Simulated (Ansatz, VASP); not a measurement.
This is a calculation of ZnO for Ansatz 0.2.0.

input.yaml

```yaml
crystal:
  lattice:
    - [1.43323, -3.52708, 0.0]
    - [1.43323, 3.52708, 0.0]
    - [0.0, 0.0, 2.83849]
  atoms:
    - { symbol: Zn, position: [0.0, 0.0, 0.0] }
    - { symbol: O, position: [0.5, 0.5, 0.5] }
hamiltonian:
  xc: { exchange: pbesol, correlation: pbesol, exx: { coeff: 0.25 } }
  pseudopotentials: { kind: paw }
kpoints:
  mp_grid: { grid: [5, 5, 5] }
scf:
  occupations: { method: fermi_dirac, width: 0.05 }
output:
  forces: true
  stress: true
  eigenvalues: true
```

Potentials or basis: Ansatz PAW.

The run is started by

```console
$ ansatz run input.yaml --threads 2 --pin off --max-ram 5632MiB --backend cpu --events-out ev --progress --plain --runs-dir out
```

Task: Translate it to VASP 6.6.1. Potentials there: VASP PAW PBE potentials, release 64 (Zn, O).

Result: As run (the cutoff follows the program's own potentials):

The input POSCAR:

```
ZnO
1.0
    1.4332300000     -3.5270800000      0.0000000000
    1.4332300000      3.5270800000      0.0000000000
    0.0000000000      0.0000000000      2.8384900000
Zn O
1 1
Direct
    0.0000000000      0.0000000000      0.0000000000
    0.5000000000      0.5000000000      0.5000000000
```

Contents of INCAR.step1:

```
  PREC = Accurate
  ENCUT = 520
  EDIFF = 1E-5
  ISMEAR = -1
  SIGMA = 0.05
  LREAL = False
  LASPH = True
  NELM = 60
  ALGO = Normal
  ISIF = 2
  LWAVE = True
  LCHARG = False
  NBANDS = 16
  GGA = PE
```

Contents of INCAR.step2:

```
  PREC = Accurate
  ENCUT = 520
  EDIFF = 1E-6
  ISMEAR = -1
  SIGMA = 0.05
  LREAL = False
  LASPH = True
  NELM = 60
  ALGO = Normal
  ISIF = 2
  LWAVE = False
  LCHARG = False
  GGA = PS
  LHFCALC = True
  AEXX = 0.25
  PRECFOCK = Normal
  NBANDS = 16
  ISTART = 1
```

The input KPOINTS:

```
Automatic mesh
0
Gamma
  5 5 5
```

Potentials or basis: VASP PAW PBE potentials, release 64 (Zn, O).

Run with:

```console
$ cat potpaw_PBE.64/Zn/POTCAR potpaw_PBE.64/O/POTCAR > POTCAR
$ cp INCAR.step1 INCAR
$ mpirun -np 1 vasp_std > vasp.out
$ cp INCAR.step2 INCAR
$ mpirun -np 1 vasp_std > vasp.out
```

Both were run:

|  | VASP | Ansatz | Ansatz less VASP |
| --- | --- | --- | --- |
| gap on the k mesh at the Fermi level (eV) | 2.16 | 2.17 | +0.011 |
| least direct gap on the mesh (eV) | 4.40 | 4.40 | -0.003 |
| pressure (GPa) | -6.2 | -7.1 | -0.82 |
| traceless stress, the component that is largest in VASP (GPa) | 4.97 | 6.02 | +1.042 |

VASP's potentials were made for PBE, not for PBEsol-based global hybrid.

The k mesh is coarse, so the values compare programs but aren't converged. Noted on Ansatz's run: odd divisions of the mesh miss points on the zone boundary, where band edges often lie, so the gap on the mesh can be too wide.
